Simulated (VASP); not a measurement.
# PbS (Fm-3m) in VASP: further runs

Runs on PbS. Level: r2SCAN. Tasks: single point, relaxation of cell and atoms.

Everything below comes from runs of VASP 6.6.1. Logs are shortened: lines on timing, memory, paths and dates and some standing lists are left out, and cuts for length are marked.

## 1. The cell of the first run

The structure is cubic, space group Fm-3m (No. 225). The conventional cell has a = 5.971 Å, b = 5.971 Å, c = 5.971 Å, α = 90.00°, β = 90.00°, γ = 90.00°. Pb (site symmetry m-3m) has 6 S at 2.99 Å within 3.9 Å. S (site symmetry m-3m) has 6 Pb at 2.99 Å within 3.9 Å.

## 2. Single point, r2SCAN

POSCAR

```
PbS
1.0
    0.0000000000      2.9855285770      2.9855285770
    2.9855285770      0.0000000000      2.9855285770
    2.9855285770      2.9855285770      0.0000000000
Pb S
1 1
Direct
    0.0000000000      0.0000000000      0.0000000000
    0.5000000000      0.5000000000      0.5000000000
```

INCAR.step1

```
SYSTEM = PbS
ALGO     = Normal         ! electronic algorithm
EDIFF    = 1E-4           ! SCF threshold, eV
ENCUT    = 520            ! plane-wave cutoff, eV
GGA      = PE             ! functional
ISMEAR   = -1             ! smearing method
LASPH    = .TRUE.         ! aspherical terms in the spheres
LCHARG   = .FALSE.        ! write CHGCAR
LREAL    = .FALSE.        ! projectors in reciprocal space
LWAVE    = .TRUE.         ! write WAVECAR
NBANDS   = 17             ! bands
NELM     = 60             ! most SCF steps
PREC     = Accurate       ! precision mode
SIGMA    = 0.1            ! smearing width, eV
```

INCAR.step2

```
SYSTEM = PbS
ALGO     = Normal         ! electronic algorithm
EDIFF    = 1E-6           ! SCF threshold, eV
ENCUT    = 520            ! plane-wave cutoff, eV
ISIF     = 2              ! what is computed and relaxed
ISMEAR   = -1             ! smearing method
ISTART   = 1            
LASPH    = .TRUE.         ! aspherical terms in the spheres
LCHARG   = .FALSE.        ! write CHGCAR
LMIXTAU  = .TRUE.       
LREAL    = .FALSE.        ! projectors in reciprocal space
LWAVE    = .FALSE.        ! write WAVECAR
METAGGA  = R2SCAN         ! meta-GGA
NBANDS   = 17             ! bands
NELM     = 60             ! most SCF steps
PREC     = Accurate       ! precision mode
SIGMA    = 0.1            ! smearing width, eV
```

KPOINTS

```
k-points
0
G
  5 5 5
  0 0 0
```

Potentials or basis: VASP PAW PBE potentials, release 64 (Pb_d, S).

The run is started by

```
$ cat potpaw_PBE.64/Pb_d/POTCAR potpaw_PBE.64/S/POTCAR > POTCAR
$ cp INCAR.step1 INCAR
$ mpirun -np 1 vasp_std > vasp.out
$ cp INCAR.step2 INCAR
$ mpirun -np 1 vasp_std > vasp.out
```

OUTCAR:

```text
SYSTEM = PbS
   EDIFF = 1E-6
   ENCUT = 520
   ISIF = 2
   ISMEAR = -1
   ISTART = 1
   LASPH = .TRUE.
   LREAL = .FALSE.
   METAGGA = R2SCAN
   NELM = 60
   PREC = Accurate

 ion  position               nearest neighbor table
   1  0.000  0.000  0.000-   2 2.99   2 2.99   2 2.99   2 2.99   2 2.99   2 2.99
   2  0.500  0.500  0.500-   1 2.99   1 2.99   1 2.99   1 2.99   1 2.99   1 2.99

  LATTYP: Found a face centered cubic cell.
 ALAT       =     5.9710571540

  Lattice vectors:

 A1 = (   0.0000000000,   2.9855285770,   2.9855285770)
 A2 = (   2.9855285770,   0.0000000000,   2.9855285770)
 A3 = (   2.9855285770,   2.9855285770,   0.0000000000)

Analysis of symmetry for initial positions (statically):
=====================================================================
 Subroutine PRICEL returns:
 Original cell was already a primitive cell.

 Routine SETGRP: Setting up the symmetry group for a
 face centered cubic supercell.

 Subroutine GETGRP returns: Found 48 space group operations
 (whereof 48 operations were pure point group operations)
 out of a pool of 48 trial point group operations.

The static configuration has the point symmetry O_h .

Analysis of symmetry for dynamics (positions and initial velocities):
=====================================================================
 Subroutine PRICEL returns:
 Original cell was already a primitive cell.

 Routine SETGRP: Setting up the symmetry group for a
 face centered cubic supercell.

 Subroutine GETGRP returns: Found 48 space group operations
 (whereof 48 operations were pure point group operations)
 out of a pool of 48 trial point group operations.

The dynamic configuration has the point symmetry O_h .

 Subroutine INISYM returns: Found 48 space group operations
 (whereof 48 operations are pure point group operations),
 and found     1 'primitive' translations

----------------------------------------------------------------------------------------

                                     Primitive cell

  volume of cell :      53.2223

  direct lattice vectors                    reciprocal lattice vectors
     0.000000000  2.985528577  2.985528577    -0.167474532  0.167474532  0.167474532
     2.985528577  0.000000000  2.985528577     0.167474532 -0.167474532  0.167474532
     2.985528577  2.985528577  0.000000000     0.167474532  0.167474532 -0.167474532

  length of vectors
[... 63 lines left out ...]
   LSORBIT =      F    spin-orbit coupling
   LASPH  =      T    aspherical Exc in radial PAW
   ENCUT  =  520.0 eV  38.22 Ry    6.18 a.u.   7.85  7.85  7.85*2*pi/ulx,y,z
   NELM   =     60;   NELMIN=  2; NELMDL=  0     # of ELM steps
   EDIFF  = 0.1E-05   stopping-criterion for ELM
   LREAL  =      F    real-space projection
   EDIFFG = 0.1E-04   stopping-criterion for IOM
   NSW    =      0    number of steps for IOM
   IBRION =     -1    ionic relax: 0-MD 1-quasi-New 2-CG
   NFREE  =      0    steps in history (QN), initial steepest desc. (CG)
   ISIF   =      2    stress and relaxation
   ISYM   =      2    0-nonsym 1-usesym 2-fastsym
   POTIM  = 0.5000    time-step for ionic-motion
   TEBEG  =    0.0;   TEEND  =   0.0 temperature during run
   PSTRESS=    0.0 pullay stress
   NELECT =      20.0000    total number of electrons
   NUPDOWN=      -1.0000    fix difference up-down
   EMIN   =  10.00;   EMAX   =-10.00  energy-range for DOS
   EFERMI =   0.00;   METHOD = LEGACY
   ISMEAR =    -1;   SIGMA  =   0.10  broadening in eV -4-tet -1-fermi 0-gaus
   EFERMI_NEDOS =   21; number of points for ismear=-14 and -15
   IALGO  =     38    algorithm
   IMIX   =      4    mixing-type and parameters
     AMIX     =   0.40;   BMIX     =  1.00
     AMIX_MAG =   1.60;   BMIX_MAG =  1.00
  volume/ion in A,a.u.               =      26.61       179.58
  Fermi-wavevector in a.u.,A,eV,Ry     =   1.181373  2.232471 18.988855  1.395641
  Thomas-Fermi vector in A             =   2.317647
   LORBIT       =      0    0 simple, 1 ext, 2 COOP (PROOUT), +10 PAW based schemes
   METAGGA = R2SCAN    functional components
   LHFCALC =     F    Hartree Fock is set to
   AEXX    =    0.0000 exact exchange contribution
   IVDW    =     0    specifies the selected vdW correction
   LEPSILON=     F    determine dielectric tensor
   LRPA    =     F    only Hartree local field effects (RPA)
 non-spin polarized calculation
  energy-cutoff  :      520.00
  volume of cell :       53.22
 maximum number of plane-waves:      1459
   NGX = 15   NGY = 15   NGZ = 15

 number of electron      20.0000001 magnetization

 Free energy of the ion-electron system (eV)
  ---------------------------------------------------
  ext. energy  EPLUGINS =         0.00000000
  ---------------------------------------------------
  free energy    TOTEN  =       -65.62049149 eV

  energy without entropy =      -65.62036408  energy(sigma->0) =      -65.62042779

 E-fermi :   5.8408     XC(G=0): -10.1574

 val. band max:        5.0754068930   @ k =   0.4000   0.0000   0.0000
 cond. band min:       6.5892600311   @ k =   0.4000   0.0000   0.0000
 fundamental gap:      1.5138531382
 Fermi energy:         5.8407780737

 k-point     1 :       0.0000    0.0000    0.0000
  band No.  band energies     occupation
      1     -11.9857      2.00000
      2     -11.9857      2.00000
      3     -11.9857      2.00000
      4     -11.9694      2.00000
      5     -11.9694      2.00000
      6      -8.5974      2.00000
[... 177 lines left out ...]
      4     -11.9538      2.00000
      5     -11.9354      2.00000
      6      -7.0692      2.00000
[... 9 lines left out ...]
     16      17.5348      0.00000
     17      17.6655      0.00000

------------------------ aborting loop because EDIFF is reached ----------------------------------------

  FORCE on cell =-STRESS in cart. coord.  units (eV):
  Direction    XX          YY          ZZ          XY          YZ          ZX
  --------------------------------------------------------------------------------------
  -------------------------------------------------------------------------------------
  Total       -0.0144629     -0.0144629     -0.0144629      0.0000000      0.0000000      0.0000000
  in kB       -0.4353838     -0.4353838     -0.4353838      0.0000000      0.0000000      0.0000000
  external PRESSURE =      -0.4353838 kB  Pullay stress =       0.0000000 kB

 VOLUME and BASIS-vectors are now :
 -----------------------------------------------------------------------------
  energy-cutoff  :      520.00
  volume of cell :       53.22
      direct lattice vectors                 reciprocal lattice vectors
     0.000000000  2.985528577  2.985528577    -0.167474532  0.167474532  0.167474532
     2.985528577  0.000000000  2.985528577     0.167474532 -0.167474532  0.167474532
     2.985528577  2.985528577  0.000000000     0.167474532  0.167474532 -0.167474532

 POSITION                                       TOTAL-FORCE (eV/Angst)
 -----------------------------------------------------------------------------------
      0.00000      0.00000      0.00000         0.000000     -0.000000      0.000000
      2.98553      2.98553      2.98553         0.000000      0.000000     -0.000000
 -----------------------------------------------------------------------------------
    total drift:                                0.000000     -0.000000     -0.000000

  FREE ENERGIE OF THE ION-ELECTRON SYSTEM (eV)
  ---------------------------------------------------
  free  energy   TOTEN  =       -65.6204914907 eV

  energy  without entropy=      -65.6203640796  energy(sigma->0) =      -65.62042779
```

Run time: 42 s. Hardware: 1 thread of AMD EPYC 7R43 (Zen 3), shared host; peak memory 0.14 GiB.

Results:

```yaml
Free_energy: -65.6205 eV
Pressure: 0.0 GPa
```

Caveat: this odd mesh misses L, where the gap lies, so gap, dielectric constants and Born charges aren't listed; the PAW data sets were made with another functional, which shifts forces and pressure a little; spin-orbit coupling is left out, which moves the levels of the heavy elements.

## 3. Relaxation of cell and atoms, r2SCAN

This run uses another cell than the first one, of 27.18 Å³/atom, 1.021 times its volume.

POSCAR

```
PbS
1.0
    0.0000000000      3.0066064000      3.0066064000
    3.0066064000      0.0000000000      3.0066064000
    3.0066064000      3.0066064000      0.0000000000
Pb S
1 1
Direct
    0.0000000000      0.0000000000      0.0000000000
    0.5000000000      0.5000000000      0.5000000000
```

INCAR.step1

```
SYSTEM = PbS
  PREC = Accurate
  ENCUT = 600
  ISMEAR = -1
  SIGMA = 0.1
  LREAL = .False.
  LASPH = .True.
  NELM = 60
  GGA = PE
  ALGO = Normal
  EDIFF = 1E-4
  LWAVE = .True.
  LCHARG = .False.
```

INCAR.step2

```
SYSTEM = PbS
  PREC = Accurate
  ENCUT = 600
  EDIFF = 1E-6
  ISMEAR = -1
  SIGMA = 0.1
  LREAL = .False.
  LASPH = .True.
  NELM = 60
  ALGO = Normal
  ISIF = 3
  LWAVE = .False.
  LCHARG = .False.
  METAGGA = R2SCAN
  LMIXTAU = .True.
  IBRION = 2
  NSW = 60
  EDIFFG = -0.01
  ISTART = 1
```

KPOINTS

```
regular mesh
0
Gamma
  5 5 5
  0 0 0
```

Potentials or basis: VASP PAW PBE potentials, release 64 (Pb_d, S).

The run is started by

```
$ cat potpaw_PBE.64/Pb_d/POTCAR potpaw_PBE.64/S/POTCAR > POTCAR
$ cp INCAR.step1 INCAR
$ mpirun -np 1 vasp_std > vasp.out
$ cp INCAR.step2 INCAR
$ mpirun -np 1 vasp_std > vasp.out
```

OUTCAR:

```text
SYSTEM = PbS
   PREC = Accurate
   ENCUT = 600
   EDIFF = 1E-6
   ISMEAR = -1
   LREAL = .False.
   LASPH = .True.
   NELM = 60
   ISIF = 3
   METAGGA = R2SCAN
   IBRION = 2
   NSW = 60
   EDIFFG = -0.01
   ISTART = 1

 ion  position               nearest neighbor table
   1  0.000  0.000  0.000-   2 3.01   2 3.01   2 3.01   2 3.01   2 3.01   2 3.01
   2  0.500  0.500  0.500-   1 3.01   1 3.01   1 3.01   1 3.01   1 3.01   1 3.01

  LATTYP: Found a face centered cubic cell.
 ALAT       =     6.0132128000

  Lattice vectors:

 A1 = (   0.0000000000,   3.0066064000,   3.0066064000)
 A2 = (   3.0066064000,   0.0000000000,   3.0066064000)
 A3 = (   3.0066064000,   3.0066064000,   0.0000000000)

Analysis of symmetry for initial positions (statically):
=====================================================================
[... 167 lines left out ...]
  in kB      -11.5829441    -11.5829441    -11.5829441      0.0000000      0.0000000     -0.0000000
  external PRESSURE =     -11.5829441 kB  Pullay stress =       0.0000000 kB
[... 59 lines left out ...]
--------------------------------------- Ionic step        3  -------------------------------------------

 number of electron      20.0000000 magnetization

 Free energy of the ion-electron system (eV)
  ---------------------------------------------------
  ext. energy  EPLUGINS =         0.00000000
  ---------------------------------------------------
  free energy    TOTEN  =       -65.62107501 eV

  energy without entropy =      -65.62094802  energy(sigma->0) =      -65.62101151

 E-fermi :   5.8384     XC(G=0): -10.1558

 val. band max:        5.0726028170   @ k =   0.4000   0.0000   0.0000
 cond. band min:       6.5872175795   @ k =   0.4000   0.0000   0.0000
 fundamental gap:      1.5146147625
 Fermi energy:         5.8383611615

 k-point     1 :       0.0000    0.0000    0.0000
  band No.  band energies     occupation
      1     -11.9878      2.00000
      2     -11.9878      2.00000
      3     -11.9878      2.00000
      4     -11.9716      2.00000
      5     -11.9716      2.00000
      6      -8.5979      2.00000
      7      -0.7115      2.00000
      8       3.2034      2.00000
      9       3.2034      2.00000
     10       3.2034      2.00000
     11      10.9298      0.00000
     12      10.9298      0.00000
     13      10.9298      0.00000
     14      12.6218      0.00000
[... 180 lines left out ...]
  FREE ENERGIE OF THE ION-ELECTRON SYSTEM (eV)
  ---------------------------------------------------
  free  energy   TOTEN  =       -65.6210750057 eV

  energy  without entropy=      -65.6209480202  energy(sigma->0) =      -65.62101151

 reached required accuracy - stopping structural energy minimisation
```

Wall time 2.6 min (1 thread of AMD EPYC 7R43 (Zen 3), shared host); peak memory 0.19 GiB.

Results:

| Property | Result |
| --- | --- |
| Free energy | -65.6211 eV |
| Relaxed volume | 26.62 Å³/atom |
| Relaxed cell | a = 4.222 Å, b = 4.222 Å, c = 4.222 Å, α = 60.00°, β = 60.00°, γ = 60.00° |
| Space group after relaxing (to 0.05 Å) | Fm-3m (No. 225) |
| Energy gained by relaxing | 2.1 meV/atom |
| Ionic steps | 3 |
| Pressure after relaxing | 0.0 GPa |

Step by step:
```
step  energy change (eV)  largest force (eV/Å)  pressure (GPa)  volume (Å³)
   1              0.0000                0.0000           -1.16        54.36
   2             -0.0036                0.0000            0.48        52.83
   3             -0.0042                0.0000            0.03        53.23
```

Final structure:
```
CELL_PARAMETERS angstrom
0.00000 2.98571 2.98571
2.98571 0.00000 2.98571
2.98571 2.98571 0.00000
ATOMIC_POSITIONS crystal
Pb 0.00000 0.00000 0.00000
S 0.50000 0.50000 0.50000
```

Levels at points of the mesh, in eV from the Fermi level:
```tsv
k point	band 7	band 8	band 9	band 10	band 11	band 12	band 13	band 14
(0.00, 0.00, 0.00)	-6.55	-2.63	-2.63	-2.63	5.09	5.09	5.09	6.78
```

Caveat: this odd mesh misses L, where the gap lies, so gap, dielectric constants and Born charges aren't listed; the PAW data sets were made with another functional, which shifts forces and pressure a little; spin-orbit coupling is left out, which moves the levels of the heavy elements.
